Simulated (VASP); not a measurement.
Zn: single point with PBEsol

Crystal: Zn.

```
Zn
1.0
     2.60403    0.00000    0.00000
    -1.30202    2.25516    0.00000
     0.00000    0.00000    4.83888
Zn
2
Direct
  0.33333 0.66667 0.25000
  0.66667 0.33333 0.75000
```

```
Program                : VASP 6.6.1
Task                   : single point
Functional             : PBEsol
Potentials or basis    : VASP PAW PBE potentials, release 64 (Zn)
Cutoff                 : 520 eV
k mesh                 : 10 × 10 × 5
Occupations            : methfessel-paxton, width 0.02 eV
Spin                   : no spin polarisation
Dipole correction      : no
Further INCAR settings : ALGO = Normal; EDIFF = 1e-07; NBANDS = 19
```

| Quantity | Value |
| --- | --- |
| Pressure | 0.5 GPa |
| Band gap on the k mesh | zero (bands 12 and 13 overlap by 4.11 eV) |

Stress tensor (GPa, compression positive):
```
0.52 0.00 0.00
0.00 0.52 0.00
0.00 0.00 0.35
```

Levels at points of the mesh, in eV from the Fermi level:
| k point | band 10 | band 11 | band 12 | band 13 | band 14 | band 15 |
| --- | --- | --- | --- | --- | --- | --- |
| (0.00, 0.00, 0.00) | -6.95 | -6.95 | -3.79 | -2.77 | 14.41 | 18.15 |
| (0.50, 0.00, 0.00) | -6.73 | -2.85 | -1.99 | 3.00 | 3.81 | 4.72 |

It took 8.6 s on 1 thread of Intel(R) Xeon(R) 6975P-C (Granite Rapids) (shared host), peak memory 0.14 GiB.

Caveat: the PAW data sets were made with another functional, which shifts forces and pressure a little.
